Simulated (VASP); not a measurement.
In, 2 atoms in the cell. The structure is hexagonal, space group P6_3/mmc (No. 194). Conventional cell: a = 3.292 Å, b = 3.292 Å, c = 5.250 Å, α = 90.00°, β = 90.00°, γ = 120.00°. Within 4.3 Å of In (site symmetry -6m2) lie 12 In at 3.24 to 3.29 Å. This isn't the form of In at room conditions, which is tetragonal.

* Program: VASP 6.6.1
* Task: single point
* Functional: LDA
* Potentials or basis: VASP PAW LDA potentials, release 64 (In_d)
* Cutoff: 520 eV
* k mesh: 14 × 14 × 7
* Occupations: fermi-dirac, width 0.1 eV
* Spin: no spin polarisation
* Dipole correction: no
* Further INCAR settings: ALGO = Normal; EDIFF = 1e-06; NBANDS = 20

Potentials or basis: VASP PAW LDA potentials, release 64 (In_d).

Run with:

```bash
$ cat potpaw_LDA.64/In_d/POTCAR > POTCAR
$ mpirun -np 1 vasp_std > vasp.out
```

Hardware: 1 thread of Intel(R) Xeon(R) 6975P-C (Granite Rapids), on a shared host.

**Question.** How long does it take, and how much memory?

**Answer.** Run time: 20 s on 1 thread of Intel(R) Xeon(R) 6975P-C (Granite Rapids), on a shared host, peak memory 0.19 GiB. Counts: scf iterations 10, k points 96.
